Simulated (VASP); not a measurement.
Wanted: the native input for a VASP 6.6.1 run.

* Task: relaxation of cell and atoms
* Functional: PBEsol
* Potentials or basis: VASP PAW PBE potentials, release 64 (Ta_pv, N)
* Cutoff: 600 eV
* k mesh: 18 × 18 × 14
* Occupations: gaussian, width 0.1 eV
* Spin: no spin polarisation
* Dipole correction: no
* Further INCAR settings: ALGO = Normal; EDIFF = 1e-06; IBRION = 2; EDIFFG = -0.005; NSW = 70; ISIF = 3

The structure of TaN lies in POSCAR:

```
TaN
1.0
    2.9501846714      0.0000000000      0.0000000000
   -1.4750923357      2.5549348713      0.0000000000
    0.0000000000      0.0000000000      2.8977715837
Ta N
1 1
Direct
    0.3333333333      0.6666666667      0.5000000000
    0.0000000000      0.0000000000      0.0000000000
```

The input as run:

INCAR

```
PREC = Accurate
ENCUT = 600
EDIFF = 1E-6
ISMEAR = 0
SIGMA = 0.1
LREAL = F
LASPH = T
NELM = 60
ALGO = Normal
ISIF = 3
LWAVE = F
LCHARG = F
GGA = PS
IBRION = 2
NSW = 70
EDIFFG = -0.005
```

KPOINTS

```
regular mesh
0
Gamma
  18 18 14
```

Potentials or basis: VASP PAW PBE potentials, release 64 (Ta_pv, N).

Launch:

```sh
$ cat potpaw_PBE.64/Ta_pv/POTCAR potpaw_PBE.64/N/POTCAR > POTCAR
$ mpirun -np 1 vasp_std > vasp.out
```

Results of the run:

- Relaxed volume: 10.65 Å³/atom
- Relaxed cell: a = 2.926 Å, b = 2.926 Å, c = 2.873 Å, α = 90.00°, β = 90.00°, γ = 120.00°
- Space group after relaxing (to 0.05 Å): P-6m2 (No. 187)
- Energy gained by relaxing: 7.6 meV/atom
- Ionic steps: 10
- Pressure after relaxing: 0.0 GPa
- Band gap on the k mesh: zero (band 8 reaches 8.45 eV, above the bottom of band 9 at 8.11 eV)

Caveat: the PAW data sets were made with another functional, which shifts forces and pressure a little; spin-orbit coupling is left out, which moves the levels of the heavy elements.

Run time: 3.9 min on 1 thread of Intel(R) Xeon(R) Platinum 8259CL CPU @ 2.50GHz (Skylake/Cascade Lake), with other jobs on the host, peak memory 0.24 GiB.
